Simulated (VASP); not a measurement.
# AlCu (P4mm) in VASP: further runs

AlCu is run at these levels: PBEsol; tasks: single point.

Program: VASP 6.6.1. These are calculated values, not measurements. Logs are shortened: lines on timing, memory, paths and dates and some standing lists are left out, and cuts for length are marked.

## (1) The cell of the first run

It takes space group P4mm (No. 99, tetragonal). Conventional cell: a = 2.882 Å, b = 2.882 Å, c = 2.882 Å, α = 90.00°, β = 90.00°, γ = 90.00°. Al (site symmetry 4mm) has 8 Cu at 2.44 to 2.56 Å and 6 Al at 2.88 Å within 3.2 Å. Within 3.2 Å of Cu (site symmetry 4mm) lie 8 Al at 2.44 to 2.56 Å and 6 Cu at 2.88 Å.

## (2) Single point, PBEsol (atoms displaced along a vibrational mode, the cell strained)

INCAR

```
SYSTEM = AlCu
PREC = Accurate ; ENCUT = 520
EDIFF = 1E-6 ; ISMEAR = 0
SIGMA = 0.15 ; LREAL = .FALSE.
LASPH = .TRUE. ; NELM = 100
ALGO = Fast ; ISIF = 2
LWAVE = .FALSE. ; LCHARG = .FALSE.
GGA = PS ; NBANDS = 14
```

KPOINTS

```
Automatic mesh
0
G
  16 16 16
  0 0 0
```

POSCAR

```
AlCu
1.0
    2.8820961788      0.0000000000      0.0000000000
    0.0000000000      2.8820961788      0.0000000000
    0.0000000000      0.0000000000      2.8820961788
Al Cu
1 1
Direct
   -0.0259472604      0.0000000000      0.0000000000
    0.5110171687      0.5000000000      0.5000000000
```

Potentials or basis: VASP PAW PBE potentials, release 64 (Al, Cu).

The run is started by

```bash
$ cat potpaw_PBE.64/Al/POTCAR potpaw_PBE.64/Cu/POTCAR > POTCAR
$ mpirun -np 1 vasp_std > vasp.out
```

OUTCAR:

```text
SYSTEM = AlCu
   PREC = Accurate
   ENCUT = 520
   EDIFF = 1E-6
   ISMEAR = 0
   LREAL = .FALSE.
   LASPH = .TRUE.
   NELM = 100
   ISIF = 2
   GGA = PS

 ion  position               nearest neighbor table
   1  0.974  0.000  0.000-   2 2.44   2 2.44   2 2.44   2 2.44   2 2.56   2 2.56   2 2.56   2 2.56

   2  0.511  0.500  0.500-   1 2.44   1 2.44   1 2.44   1 2.44   1 2.56   1 2.56   1 2.56   1 2.56

  LATTYP: Found a simple cubic cell.
 ALAT       =     2.8820961788

  Lattice vectors:

 A1 = (   2.8820961788,   0.0000000000,   0.0000000000)
 A2 = (   0.0000000000,   2.8820961788,   0.0000000000)
 A3 = (   0.0000000000,   0.0000000000,   2.8820961788)

Analysis of symmetry for initial positions (statically):
=====================================================================
 Subroutine PRICEL returns:
 Original cell was already a primitive cell.

 Routine SETGRP: Setting up the symmetry group for a
 simple cubic supercell.

 Subroutine GETGRP returns: Found  8 space group operations
 (whereof  8 operations were pure point group operations)
 out of a pool of 48 trial point group operations.

The static configuration has the point symmetry C_4v.

Analysis of symmetry for dynamics (positions and initial velocities):
=====================================================================
 Subroutine PRICEL returns:
 Original cell was already a primitive cell.

 Routine SETGRP: Setting up the symmetry group for a
 simple cubic supercell.

 Subroutine GETGRP returns: Found  8 space group operations
 (whereof  8 operations were pure point group operations)
 out of a pool of 48 trial point group operations.

The dynamic configuration has the point symmetry C_4v.

 Subroutine INISYM returns: Found  8 space group operations
 (whereof  8 operations are pure point group operations),
 and found     1 'primitive' translations

----------------------------------------------------------------------------------------

                                     Primitive cell

  volume of cell :      23.9401

  direct lattice vectors                    reciprocal lattice vectors
     2.882096179  0.000000000  0.000000000     0.346969684  0.000000000  0.000000000
     0.000000000  2.882096179  0.000000000     0.000000000  0.346969684  0.000000000
     0.000000000  0.000000000  2.882096179     0.000000000  0.000000000  0.346969684

  length of vectors
     2.882096179  2.882096179  2.882096179     0.346969684  0.346969684  0.346969684

  position of ions in fractional coordinates (direct lattice)
     0.974052740  0.000000000  0.000000000
     0.511017169  0.500000000  0.500000000

  ion indices of the primitive-cell ions
   primitive index   ion index
                 1           1
                 2           2

----------------------------------------------------------------------------------------

 KPOINTS: Automatic mesh

Automatic generation of k-mesh.
 Grid dimensions read from file:
 generate k-points for:   16   16   16

 Generating k-lattice:

  Cartesian coordinates                     Fractional coordinates (reciprocal lattice)
     0.021685605  0.000000000  0.000000000     0.062500000  0.000000000  0.000000000
     0.000000000  0.021685605  0.000000000     0.000000000  0.062500000  0.000000000
     0.000000000  0.000000000  0.021685605     0.000000000  0.000000000  0.062500000

  Length of vectors
     0.021685605  0.021685605  0.021685605

  Shift w.r.t. Gamma in fractional coordinates (k-lattice)
     0.000000000  0.000000000  0.000000000

 Subroutine IBZKPT returns following result:
 ===========================================

 Found    405 irreducible k-points:

 Following reciprocal coordinates:
            Coordinates               Weight
  0.000000  0.000000  0.000000      1.000000
  0.062500  0.000000  0.000000      2.000000
  0.000000  0.062500  0.000000      4.000000
  0.125000  0.000000  0.000000      2.000000
  0.000000  0.125000  0.000000      4.000000
  0.187500  0.000000  0.000000      2.000000
[... 16 lines left out ...]
  0.187500  0.062500  0.000000      8.000000
  0.000000  0.187500  0.062500      8.000000
 [... further k-points ...]
   k-points           NKPTS =    405   k-points in BZ     NKDIM =    405   number of bands    NBANDS=     14
   number of dos      NEDOS =    301   number of ions     NIONS =      2
   total plane-waves  NPLWV =  13824
   dimension x,y,z NGX =    24 NGY =   24 NGZ =   24
   dimension x,y,z NGXF=    48 NGYF=   48 NGZF=   48
   ions per type =               1   1
   NGX,Y,Z   is equivalent  to a cutoff of  13.84, 13.84, 13.84 a.u.
   NGXF,Y,Z  is equivalent  to a cutoff of  27.69, 27.69, 27.69 a.u.
 SYSTEM =  AlCu
   PREC   = accura    normal or accurate (medium, high low for compatibility)
   ISTART =      0    job   : 0-new  1-cont  2-samecut
   ICHARG =      2    charge: 1-file 2-atom 10-const
   ISPIN  =      1    spin polarized calculation?
   LNONCOLLINEAR =      F non collinear calculations
   LSORBIT =      F    spin-orbit coupling
   LASPH  =      T    aspherical Exc in radial PAW
   ENCUT  =  520.0 eV  38.22 Ry    6.18 a.u.   5.36  5.36  5.36*2*pi/ulx,y,z
   NELM   =    100;   NELMIN=  2; NELMDL= -5     # of ELM steps
   EDIFF  = 0.1E-05   stopping-criterion for ELM
   LREAL  =      F    real-space projection
   EDIFFG = 0.1E-04   stopping-criterion for IOM
   NSW    =      0    number of steps for IOM
   IBRION =     -1    ionic relax: 0-MD 1-quasi-New 2-CG
   NFREE  =      0    steps in history (QN), initial steepest desc. (CG)
   ISIF   =      2    stress and relaxation
   ISYM   =      2    0-nonsym 1-usesym 2-fastsym
   POTIM  = 0.5000    time-step for ionic-motion
   TEBEG  =    0.0;   TEEND  =   0.0 temperature during run
   PSTRESS=    0.0 pullay stress
   NELECT =      14.0000    total number of electrons
   NUPDOWN=      -1.0000    fix difference up-down
   EMIN   =  10.00;   EMAX   =-10.00  energy-range for DOS
   EFERMI =   0.00;   METHOD = LEGACY
   ISMEAR =     0;   SIGMA  =   0.15  broadening in eV -4-tet -1-fermi 0-gaus
   EFERMI_NEDOS =   21; number of points for ismear=-14 and -15
   IALGO  =     68    algorithm
   IMIX   =      4    mixing-type and parameters
     AMIX     =   0.40;   BMIX     =  1.00
     AMIX_MAG =   1.60;   BMIX_MAG =  1.00
  volume/ion in A,a.u.               =      11.97        80.78
  Fermi-wavevector in a.u.,A,eV,Ry     =   1.369018  2.587068 25.500165  1.874209
  Thomas-Fermi vector in A             =   2.494930
   LORBIT       =      0    0 simple, 1 ext, 2 COOP (PROOUT), +10 PAW based schemes
   GGA     = PS    functional components
   LHFCALC =     F    Hartree Fock is set to
   AEXX    =    0.0000 exact exchange contribution
   IVDW    =     0    specifies the selected vdW correction
   LEPSILON=     F    determine dielectric tensor
   LRPA    =     F    only Hartree local field effects (RPA)
 non-spin polarized calculation
 RMM-DIIS sequential band-by-band and
 Gauss-broadening in eV      SIGMA  =   0.15
  energy-cutoff  :      520.00
  volume of cell :       23.94
 maximum number of plane-waves:       662
 NGX is ok and might be reduce to    24
   NGX = 11   NGY = 11   NGZ = 11

 number of electron      13.9999992 magnetization

 Free energy of the ion-electron system (eV)
  ---------------------------------------------------
  ext. energy  EPLUGINS =         0.00000000
  ---------------------------------------------------
  free energy    TOTEN  =        -8.61272111 eV

  energy without entropy =       -8.60673572  energy(sigma->0) =       -8.60972841

 E-fermi :  10.5719     XC(G=0): -12.1704

 val. band max:       10.5641099416   @ k =   0.3125   0.3125   0.3125
 cond. band min:      10.6259703776   @ k =   0.1875   0.3750   0.3750
 fundamental gap:      0.0618604359
 Fermi energy:        10.5718887886

 k-point     1 :       0.0000    0.0000    0.0000
  band No.  band energies     occupation
      1      -1.9648      2.00000
      2       4.9311      2.00000
      3       4.9408      2.00000
      4       6.1689      2.00000
      5       6.1787      2.00000
      6       6.1787      2.00000
      7      14.6338      0.00000
      8      14.6338      0.00000
      9      14.6440      0.00000
     10      16.9973      0.00000
     11      17.0052      0.00000
     12      22.2215      0.00000
     13      29.9397      0.00000
     14      30.0101      0.00000

 k-point     2 :       0.0625    0.0000    0.0000
  band No.  band energies     occupation
      1      -1.8932      2.00000
      2       4.9430      2.00000
      3       4.9453      2.00000
      4       6.1570      2.00000
      5       6.1570      2.00000
      6       6.1713      2.00000
      7      13.7391      0.00000
      8      14.7204      0.00000
      9      14.7204      0.00000
     10      17.0178      0.00000
     11      17.8128      0.00000
     12      22.4848      0.00000
     13      29.0966      0.00000
     14      29.0969      0.00000

 k-point     3 :       0.0000    0.0625    0.0000
  band No.  band energies     occupation
      1      -1.8931      2.00000
      2       4.9367      2.00000
      3       4.9517      2.00000
      4       6.1466      2.00000
      5       6.1570      2.00000
      6       6.1814      2.00000
      7      13.7238      0.00000
      8      14.7208      0.00000
      9      14.7434      0.00000
     10      17.0236      0.00000
     11      17.7945      0.00000
     12      22.4895      0.00000
     13      29.1091      0.00000
     14      29.1383      0.00000
[... 324 lines left out ...]
 k-point    23 :       0.1875    0.0625    0.0000
  band No.  band energies     occupation
      1      -1.2544      2.00000
      2       4.9492      2.00000
      3       5.0356      2.00000
      4       5.9815      2.00000
      5       6.0109      2.00000
      6       6.1682      2.00000
      7      10.7628      0.07193
      8      14.4582      0.00000
      9      15.4743      0.00000
     10      17.7828      0.00000
     11      20.2987      0.00000
     12      24.7740      0.00000
     13      25.2360      0.00000
     14      26.0959      0.00000

 k-point    24 :       0.0000    0.1875    0.0625
  band No.  band energies     occupation
      1      -1.2535      2.00000
      2       4.9428      2.00000
      3       5.0429      2.00000
      4       5.9696      2.00000
      5       6.0117      2.00000
      6       6.1781      2.00000
      7      10.7548      0.08469
      8      14.4475      0.00000
      9      15.5185      0.00000
     10      17.7706      0.00000
     11      20.2625      0.00000
     12      24.8674      0.00000
     13      25.1270      0.00000
     14      26.1863      0.00000

 [... further k-points ...]

------------------------ aborting loop because EDIFF is reached ----------------------------------------

  FORCE on cell =-STRESS in cart. coord.  units (eV):
  Direction    XX          YY          ZZ          XY          YZ          ZX
  --------------------------------------------------------------------------------------
  -------------------------------------------------------------------------------------
  Total        1.7903120      1.9076215      1.9076215      0.0000000      0.0000000      0.0000000
  in kB      119.8157482    127.6666285    127.6666285      0.0000000      0.0000000      0.0000000
  external PRESSURE =     125.0496684 kB  Pullay stress =       0.0000000 kB

 VOLUME and BASIS-vectors are now :
 -----------------------------------------------------------------------------
  energy-cutoff  :      520.00
  volume of cell :       23.94
      direct lattice vectors                 reciprocal lattice vectors
     2.882096179  0.000000000  0.000000000     0.346969684  0.000000000  0.000000000
     0.000000000  2.882096179  0.000000000     0.000000000  0.346969684  0.000000000
     0.000000000  0.000000000  2.882096179     0.000000000  0.000000000  0.346969684

 POSITION                                       TOTAL-FORCE (eV/Angst)
 -----------------------------------------------------------------------------------
      2.80731      0.00000      0.00000         0.652882      0.000000     -0.000000
      1.47280      1.44105      1.44105        -0.652882     -0.000000      0.000000
 -----------------------------------------------------------------------------------
    total drift:                                0.000471     -0.000000     -0.000002

  FREE ENERGIE OF THE ION-ELECTRON SYSTEM (eV)
  ---------------------------------------------------
  free  energy   TOTEN  =        -8.6127211055 eV

  energy  without entropy=       -8.6067357204  energy(sigma->0) =       -8.60972841
```

Wall time 41 s (1 thread of Intel Xeon 6975P-C (Granite Rapids), shared host); peak memory 0.25 GiB.

Results:

```
Free energy            : -8.6127 eV
Pressure               : 12.5 GPa
Largest force          : 0.653 eV/Å
Band gap on the k mesh : zero (bands 7 and 8 overlap by 5.02 eV)
```

Forces on the atoms (eV/Å):
```
Al   0.653  0.000  0.000
Cu  -0.653  0.000  0.000
```

Caveat: the cell differs from its parent crystal (atoms displaced along a vibrational mode, the cell strained); the cell stands under pressure; the PAW data sets were made with another functional, which shifts forces and pressure a little.

## (3) Single point, PBEsol (atoms displaced along a vibrational mode, the cell strained)

INCAR

```
ALGO     = Normal         # electronic algorithm
EDIFF    = 1E-6           # SCF threshold, eV
ENCUT    = 520            # plane-wave cutoff, eV
GGA      = PS             # functional
ISIF     = 2              # what is computed and relaxed
ISMEAR   = 0              # smearing method
LASPH    = T              # aspherical terms in the spheres
LCHARG   = T              # write CHGCAR
LELF     = T              # ELF
LREAL    = F              # projectors in reciprocal space
LVHAR    = T            
LWAVE    = F              # write WAVECAR
NBANDS   = 14             # bands
NELM     = 60             # most SCF steps
PREC     = Accurate       # precision mode
SIGMA    = 0.15           # smearing width, eV
```

KPOINTS

```
k-points
0
Gamma
  16 16 16
```

POSCAR

```
AlCu
1.0
    2.9066309463      0.0000000000      0.0000000000
    0.0000000000      2.9066309463      0.0000000000
    0.0000000000      0.0000000000      2.9066309463
Al Cu
1 1
Direct
   -0.0129567154      0.0000000000      0.0000000000
    0.5055014024      0.5000000000      0.5000000000
```

Potentials or basis: VASP PAW PBE potentials, release 64 (Al, Cu).

The run is started by

```bash
$ cat potpaw_PBE.64/Al/POTCAR potpaw_PBE.64/Cu/POTCAR > POTCAR
$ mpirun -np 1 vasp_std > vasp.out
```

Run time: 32 s. Hardware: 1 thread of Intel Xeon 6975P-C (Granite Rapids), shared host; peak memory 0.25 GiB.

Results (log left out):

* Free energy: -8.6776 eV
* Pressure: 8.1 GPa
* Largest force: 0.298 eV/Å
* Band gap on the k mesh: zero (bands 7 and 8 overlap by 4.94 eV)

Forces on the atoms (eV/Å):
```
Al   0.298  0.000  0.000
Cu  -0.298  0.000  0.000
```

Stress tensor (GPa, compression positive):
```
7.96 0.00 0.00
0.00 8.13 0.00
0.00 0.00 8.13
```

Levels at points of the mesh, in eV from the Fermi level:
| k point | band 3 | band 4 | band 5 | band 6 | band 7 | band 8 | band 9 | band 10 | band 11 | band 12 |
| --- | --- | --- | --- | --- | --- | --- | --- | --- | --- | --- |
| (0.00, 0.00, 0.00) | -5.46 | -4.28 | -4.28 | -4.28 | 4.00 | 4.00 | 4.00 | 6.39 | 6.39 | 11.30 |
| (0.50, 0.00, 0.00) | -5.15 | -4.77 | -4.77 | -4.22 | -3.42 | 7.18 | 8.28 | 8.28 | 9.16 | 9.16 |
| (0.00, 0.50, 0.00) | -5.15 | -4.78 | -4.77 | -4.22 | -3.43 | 7.18 | 8.30 | 8.31 | 9.13 | 9.15 |
| (0.50, 0.50, 0.00) | -4.66 | -4.66 | -4.15 | -4.14 | -3.85 | -0.93 | 0.06 | 10.92 | 13.29 | 13.32 |
| (0.00, 0.50, 0.50) | -4.67 | -4.67 | -4.14 | -4.14 | -3.85 | -0.94 | 0.06 | 10.93 | 13.21 | 13.21 |
| (0.50, 0.50, 0.50) | -6.03 | -3.82 | -3.82 | 0.46 | 0.46 | 0.48 | 2.24 | 2.34 | 2.34 | 2.51 |

Caveat: the cell differs from its parent crystal (atoms displaced along a vibrational mode, the cell strained); the cell stands under pressure; the PAW data sets were made with another functional, which shifts forces and pressure a little.

(Continued in part 2 of 2.)
